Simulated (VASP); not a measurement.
# Fe (Fm-3m) in VASP: a series of runs

Fe is run at these levels: PBEsol; tasks: single point, relaxation of cell and atoms.

All numbers are computed with VASP 6.6.1; they aren't measurements. Logs are shortened: lines on timing, memory, paths and dates and some standing lists are left out, and cuts for length are marked.

### 1 The cell of the first run

The structure is cubic, space group Fm-3m (No. 225). The conventional cell has a = 3.406 Å, b = 3.406 Å, c = 3.406 Å, α = 90.00°, β = 90.00°, γ = 90.00°. Fe (site symmetry m-3m) has 12 Fe at 2.41 Å within 3.2 Å.

### 2 Single point, PBEsol, collinear spin, ferromagnetic start

INCAR

```
PREC = Accurate
ENCUT = 520
EDIFF = 1E-7
ISMEAR = 0
SIGMA = 0.1
LREAL = F
LASPH = T
NELM = 150
ALGO = Normal
ISIF = 2
LWAVE = F
LCHARG = T
ISPIN = 2
MAGMOM = 0.68
LORBIT = 11
LMAXMIX = 4
GGA = PS
LELF = T
LVHAR = T
NBANDS = 14
```

KPOINTS

```
regular mesh
0
Gamma
  20 20 20
```

POSCAR

```
Fe
1.0
    0.0000000000      1.7031085682      1.7031085682
    1.7031085682      0.0000000000      1.7031085682
    1.7031085682      1.7031085682      0.0000000000
Fe
1
Direct
    0.0000000000      0.0000000000      0.0000000000
```

Potentials or basis: VASP PAW PBE potentials, release 64 (Fe).

Launch:

```
$ cat potpaw_PBE.64/Fe/POTCAR > POTCAR
$ mpirun -np 1 vasp_std > vasp.out
```

OUTCAR:

```text
PREC = Accurate
   ENCUT = 520
   EDIFF = 1E-7
   ISMEAR = 0
   LREAL = F
   LASPH = T
   NELM = 150
   ISIF = 2
   ISPIN = 2
   LORBIT = 11
   GGA = PS

 ion  position               nearest neighbor table
   1  0.000  0.000  0.000-

  LATTYP: Found a face centered cubic cell.
 ALAT       =     3.4062171364

  Lattice vectors:

 A1 = (   0.0000000000,   1.7031085682,   1.7031085682)
 A2 = (   1.7031085682,   0.0000000000,   1.7031085682)
 A3 = (   1.7031085682,   1.7031085682,   0.0000000000)

Analysis of symmetry for initial positions (statically):
=====================================================================
 Subroutine PRICEL returns:
 Original cell was already a primitive cell.

 Routine SETGRP: Setting up the symmetry group for a
 face centered cubic supercell.

 Subroutine GETGRP returns: Found 48 space group operations
 (whereof 48 operations were pure point group operations)
 out of a pool of 48 trial point group operations.

The static configuration has the point symmetry O_h .

Analysis of symmetry for dynamics (positions and initial velocities):
=====================================================================
 Subroutine PRICEL returns:
 Original cell was already a primitive cell.

 Routine SETGRP: Setting up the symmetry group for a
 face centered cubic supercell.

 Subroutine GETGRP returns: Found 48 space group operations
 (whereof 48 operations were pure point group operations)
 out of a pool of 48 trial point group operations.

The dynamic configuration has the point symmetry O_h .

Analysis of structural, dynamic, and magnetic symmetry:
=====================================================================
 Subroutine PRICEL returns:
 Original cell was already a primitive cell.

 Routine SETGRP: Setting up the symmetry group for a
 face centered cubic supercell.

 Subroutine GETGRP returns: Found 48 space group operations
 (whereof 48 operations were pure point group operations)
 out of a pool of 48 trial point group operations.

The overall configuration has the point symmetry O_h .

 Subroutine INISYM returns: Found 48 space group operations
 (whereof 48 operations are pure point group operations),
 and found     1 'primitive' translations

----------------------------------------------------------------------------------------

                                     Primitive cell

  volume of cell :       9.8800

  direct lattice vectors                    reciprocal lattice vectors
     0.000000000  1.703108568  1.703108568    -0.293580814  0.293580814  0.293580814
     1.703108568  0.000000000  1.703108568     0.293580814 -0.293580814  0.293580814
     1.703108568  1.703108568  0.000000000     0.293580814  0.293580814 -0.293580814

  length of vectors
     2.408559235  2.408559235  2.408559235     0.508496886  0.508496886  0.508496886

  position of ions in fractional coordinates (direct lattice)
     0.000000000  0.000000000  0.000000000

  ion indices of the primitive-cell ions
   primitive index   ion index
                 1           1

----------------------------------------------------------------------------------------

 KPOINTS: regular mesh

Automatic generation of k-mesh.
 Grid dimensions read from file:
 generate k-points for:   20   20   20

 Generating k-lattice:

  Cartesian coordinates                     Fractional coordinates (reciprocal lattice)
    -0.014679041  0.014679041  0.014679041     0.050000000  0.000000000  0.000000000
     0.014679041 -0.014679041  0.014679041     0.000000000  0.050000000  0.000000000
     0.014679041  0.014679041 -0.014679041     0.000000000  0.000000000  0.050000000

  Length of vectors
     0.025424844  0.025424844  0.025424844

  Shift w.r.t. Gamma in fractional coordinates (k-lattice)
     0.000000000  0.000000000  0.000000000

 Subroutine IBZKPT returns following result:
 ===========================================

 Found    256 irreducible k-points:

 Following reciprocal coordinates:
            Coordinates               Weight
  0.000000  0.000000  0.000000      1.000000
  0.050000  0.000000  0.000000      8.000000
  0.100000  0.000000  0.000000      8.000000
  0.150000  0.000000  0.000000      8.000000
  0.200000  0.000000  0.000000      8.000000
  0.250000  0.000000  0.000000      8.000000
[... 16 lines left out ...]
 -0.400000  0.050000  0.000000     24.000000
 -0.350000  0.050000  0.000000     24.000000
 [... further k-points ...]
   k-points           NKPTS =    256   k-points in BZ     NKDIM =    256   number of bands    NBANDS=     14
   number of dos      NEDOS =    301   number of ions     NIONS =      1
   total plane-waves  NPLWV =   5832
   dimension x,y,z NGX =    18 NGY =   18 NGZ =   18
   dimension x,y,z NGXF=    36 NGYF=   36 NGZF=   36
   ions per type =               1
   NGX,Y,Z   is equivalent  to a cutoff of  12.42, 12.42, 12.42 a.u.
   NGXF,Y,Z  is equivalent  to a cutoff of  24.85, 24.85, 24.85 a.u.
 SYSTEM =  unknown system
   PREC   = accura    normal or accurate (medium, high low for compatibility)
   ISTART =      0    job   : 0-new  1-cont  2-samecut
   ICHARG =      2    charge: 1-file 2-atom 10-const
   ISPIN  =      2    spin polarized calculation?
   LNONCOLLINEAR =      F non collinear calculations
   LSORBIT =      F    spin-orbit coupling
   LASPH  =      T    aspherical Exc in radial PAW
   ENCUT  =  520.0 eV  38.22 Ry    6.18 a.u.   4.48  4.48  4.48*2*pi/ulx,y,z
   NELM   =    150;   NELMIN=  2; NELMDL= -5     # of ELM steps
   EDIFF  = 0.1E-06   stopping-criterion for ELM
   LREAL  =      F    real-space projection
   EDIFFG = 0.1E-05   stopping-criterion for IOM
   NSW    =      0    number of steps for IOM
   IBRION =     -1    ionic relax: 0-MD 1-quasi-New 2-CG
   NFREE  =      0    steps in history (QN), initial steepest desc. (CG)
   ISIF   =      2    stress and relaxation
   ISYM   =      2    0-nonsym 1-usesym 2-fastsym
   POTIM  = 0.5000    time-step for ionic-motion
   TEBEG  =    0.0;   TEEND  =   0.0 temperature during run
   PSTRESS=    0.0 pullay stress
   NELECT =       8.0000    total number of electrons
   NUPDOWN=      -1.0000    fix difference up-down
   EMIN   =  10.00;   EMAX   =-10.00  energy-range for DOS
   EFERMI =   0.00;   METHOD = LEGACY
   ISMEAR =     0;   SIGMA  =   0.10  broadening in eV -4-tet -1-fermi 0-gaus
   EFERMI_NEDOS =   21; number of points for ismear=-14 and -15
   IALGO  =     38    algorithm
   IMIX   =      4    mixing-type and parameters
     AMIX     =   0.40;   BMIX     =  1.00
     AMIX_MAG =   1.60;   BMIX_MAG =  1.00
  volume/ion in A,a.u.               =       9.88        66.67
  Fermi-wavevector in a.u.,A,eV,Ry     =   1.525876  2.883487 31.678400  2.328297
  Thomas-Fermi vector in A             =   2.633986
   LORBIT       =     11    0 simple, 1 ext, 2 COOP (PROOUT), +10 PAW based schemes
   GGA     = PS    functional components
   LHFCALC =     F    Hartree Fock is set to
   AEXX    =    0.0000 exact exchange contribution
   IVDW    =     0    specifies the selected vdW correction
   LEPSILON=     F    determine dielectric tensor
   LRPA    =     F    only Hartree local field effects (RPA)
 spin polarized calculation
 Gauss-broadening in eV      SIGMA  =   0.10
  energy-cutoff  :      520.00
  volume of cell :        9.88
 maximum number of plane-waves:       283
 NGX is ok and might be reduce to    18
   NGX =  9   NGY =  9   NGZ =  9

 number of electron       8.0000003 magnetization       0.2350526

 Free energy of the ion-electron system (eV)
  ---------------------------------------------------
  ext. energy  EPLUGINS =         0.00000000
  ---------------------------------------------------
  free energy    TOTEN  =        -8.85519929 eV

  energy without entropy =       -8.84705039  energy(sigma->0) =       -8.85112484

 E-fermi :   7.0451     XC(G=0): -14.1342

 val. band max:        7.0385703778   @ k =   0.3000   0.0500   0.0000
 cond. band min:       7.0467967742   @ k =  -0.2000   0.0500   0.0000
 fundamental gap:      0.0082263965
 Fermi energy:         7.0450550375

 spin component 1

 k-point     1 :       0.0000    0.0000    0.0000
  band No.  band energies     occupation
      1      -2.0591      1.00000
      2       5.2344      1.00000
      3       5.2344      1.00000
      4       5.2344      1.00000
      5       6.8027      0.99970
      6       6.8027      0.99970
      7      30.6613      0.00000
      8      36.3463      0.00000
      9      36.3463      0.00000
     10      36.3463      0.00000
     11      40.1166      0.00000
     12      40.1166      0.00000
     13      40.1166      0.00000
     14      41.6492      0.00000
[... 375 lines left out ...]
 k-point    24 :      -0.3500    0.0500    0.0000
  band No.  band energies     occupation
      1       1.7308      1.00000
      2       5.2052      1.00000
      3       5.2930      1.00000
      4       5.4078      1.00000
      5       7.4425      0.00000
      6       7.9194      0.00000
      7      18.7791      0.00000
      8      29.4574      0.00000
      9      33.3325      0.00000
     10      36.0686      0.00000
     11      36.9992      0.00000
     12      38.9003      0.00000
     13      44.0088      0.00000
     14      50.7807      0.00000

 [... further k-points ...]

 spin component 2

 k-point     1 :       0.0000    0.0000    0.0000
  band No.  band energies     occupation
      1      -2.0220      1.00000
      2       5.4050      1.00000
      3       5.4050      1.00000
      4       5.4050      1.00000
      5       7.1420      0.08529
      6       7.1420      0.08529
      7      30.6425      0.00000
      8      36.4105      0.00000
      9      36.4105      0.00000
     10      36.4105      0.00000
     11      40.1824      0.00000
     12      40.1824      0.00000
     13      40.1824      0.00000
     14      41.6088      0.00000
[... 375 lines left out ...]
 k-point    24 :      -0.3500    0.0500    0.0000
  band No.  band energies     occupation
      1       1.8161      1.00000
      2       5.4405      1.00000
      3       5.5109      1.00000
      4       5.5413      1.00000
      5       7.6999      0.00000
      6       8.1750      0.00000
      7      18.8835      0.00000
      8      29.4649      0.00000
      9      33.3994      0.00000
     10      36.1407      0.00000
     11      37.0891      0.00000
     12      38.9703      0.00000
     13      44.0532      0.00000
     14      50.8974      0.00000

 [... further k-points ...]
[... 5 lines left out ...]
  --------------------------------------------------------------------------------------
  -------------------------------------------------------------------------------------
  Total       -0.0210154     -0.0210154     -0.0210154     -0.0000000     -0.0000000      0.0000000
  in kB       -3.4079391     -3.4079391     -3.4079391     -0.0000000     -0.0000000      0.0000000
  external PRESSURE =      -3.4079391 kB  Pullay stress =       0.0000000 kB

 VOLUME and BASIS-vectors are now :
 -----------------------------------------------------------------------------
  energy-cutoff  :      520.00
  volume of cell :        9.88
      direct lattice vectors                 reciprocal lattice vectors
     0.000000000  1.703108568  1.703108568    -0.293580814  0.293580814  0.293580814
     1.703108568  0.000000000  1.703108568     0.293580814 -0.293580814  0.293580814
     1.703108568  1.703108568  0.000000000     0.293580814  0.293580814 -0.293580814

 POSITION                                       TOTAL-FORCE (eV/Angst)
 -----------------------------------------------------------------------------------
      0.00000      0.00000      0.00000         0.000000      0.000000     -0.000000
 -----------------------------------------------------------------------------------
    total drift:                                0.000000     -0.000000     -0.000000

  FREE ENERGIE OF THE ION-ELECTRON SYSTEM (eV)
  ---------------------------------------------------
  free  energy   TOTEN  =        -8.8551992854 eV

  energy  without entropy=       -8.8470503889  energy(sigma->0) =       -8.85112484

 total charge

# of ion       s       p       d       tot
------------------------------------------
    1        0.557   0.672   6.368   7.596

 magnetization (x)

# of ion       s       p       d       tot
------------------------------------------
    1       -0.001  -0.004   0.236   0.231
```

It took 80 s on 1 thread of Intel Xeon Platinum 8375C at 2.90GHz (Ice Lake), shared host; peak memory 0.17 GiB.

Results:

* Free energy: -8.8552 eV
* Pressure: -0.3 GPa
* Net moment: 0.24 μB per cell
* Site moments: Fe +0.23 μB
* Valence electrons inside the program's atomic spheres: Fe 7.60

Caveat: the PAW data sets were made with another functional, which shifts forces and pressure a little.

### 3 Relaxation of cell and atoms, PBEsol, collinear spin, ferromagnetic start

This run uses another cell than the first one, of 9.95 Å³/atom, 1.007 times its volume.

INCAR

```
SYSTEM = Fe
  ALGO = Normal
  EDIFF = 1E-7
  EDIFFG = -0.005
  ENCUT = 600
  GGA = PS
  IBRION = 2
  ISIF = 3
  ISMEAR = 0
  ISPIN = 2
  LASPH = .TRUE.
  LCHARG = .FALSE.
  LMAXMIX = 4
  LORBIT = 11
  LREAL = .FALSE.
  LWAVE = .FALSE.
  MAGMOM = 0.68
  NELM = 150
  NSW = 100
  PREC = Accurate
  SIGMA = 0.1
```

KPOINTS

```
k-points
0
G
  20 20 20
  0 0 0
```

POSCAR

```
Fe
1.0
    0.0000000000      1.7073444334      1.7073444334
    1.7073444334      0.0000000000      1.7073444334
    1.7073444334      1.7073444334      0.0000000000
Fe
1
Direct
    0.0000000000      0.0000000000      0.0000000000
```

Potentials or basis: VASP PAW PBE potentials, release 64 (Fe).

Launch:

```
$ cat potpaw_PBE.64/Fe/POTCAR > POTCAR
$ mpirun -np 1 vasp_std > vasp.out
```

It took 2 min on 1 thread of Intel Xeon 6975P-C, shared host; peak memory 0.17 GiB.

The run converged. Its results:

| Property | Result |
| --- | --- |
| Free energy | -8.8549 eV |
| Relaxed volume | 9.86 Å³/atom |
| Relaxed cell | a = 2.407 Å, b = 2.407 Å, c = 2.407 Å, α = 60.00°, β = 60.00°, γ = 60.00° |
| Space group after relaxing (to 0.05 Å) | Fm-3m (No. 225) |
| Energy gained by relaxing | 0.7 meV/atom |
| Ionic steps | 3 |
| Pressure after relaxing | 0.0 GPa |
| Net moment | 0.22 μB per cell |
| Site moments | Fe +0.22 μB |
| Valence electrons inside the program's atomic spheres | Fe 7.60 |

The path:
| step | energy change (eV) | largest force (eV/Å) | pressure (GPa) | volume (Å³) |
| --- | --- | --- | --- | --- |
| 1 | 0.0000 | 0.0000 | -2.21 | 9.95 |
| 2 | 0.0004 | 0.0000 | 3.35 | 9.76 |
| 3 | -0.0007 | 0.0000 | 0.02 | 9.86 |

Final structure:
```xyz
1
Lattice="0.0000 1.7022 1.7022 1.7022 0.0000 1.7022 1.7022 1.7022 0.0000" Properties=species:S:1:pos:R:3 pbc="T T T"
Fe    0.0000    0.0000    0.0000
```

Levels at points of the mesh, in eV from the Fermi level:
Spin up:
```csv
k point,band 1,band 2,band 3,band 4,band 5,band 6,band 7,band 8
"(0.00, 0.00, 0.00)",-9.11,-1.81,-1.81,-1.81,-0.23,-0.23,23.63,29.33
"(0.50, 0.00, 0.00)",-5.14,-1.95,-1.95,0.14,0.93,0.93,8.62,22.17
"(0.50, 0.50, 0.00)",-5.32,-4.51,0.86,1.25,1.25,3.30,12.06,16.58
```
Spin down:
| k point | band 1 | band 2 | band 3 | band 4 | band 5 | band 6 | band 7 | band 8 |
| --- | --- | --- | --- | --- | --- | --- | --- | --- |
| (0.00, 0.00, 0.00) | -9.08 | -1.65 | -1.65 | -1.65 | 0.09 | 0.09 | 23.61 | 29.39 |
| (0.50, 0.00, 0.00) | -5.04 | -1.71 | -1.71 | 0.18 | 1.18 | 1.18 | 8.75 | 22.16 |
| (0.50, 0.50, 0.00) | -5.13 | -4.38 | 1.20 | 1.44 | 1.44 | 3.34 | 12.23 | 16.63 |

Caveat: the PAW data sets were made with another functional, which shifts forces and pressure a little.
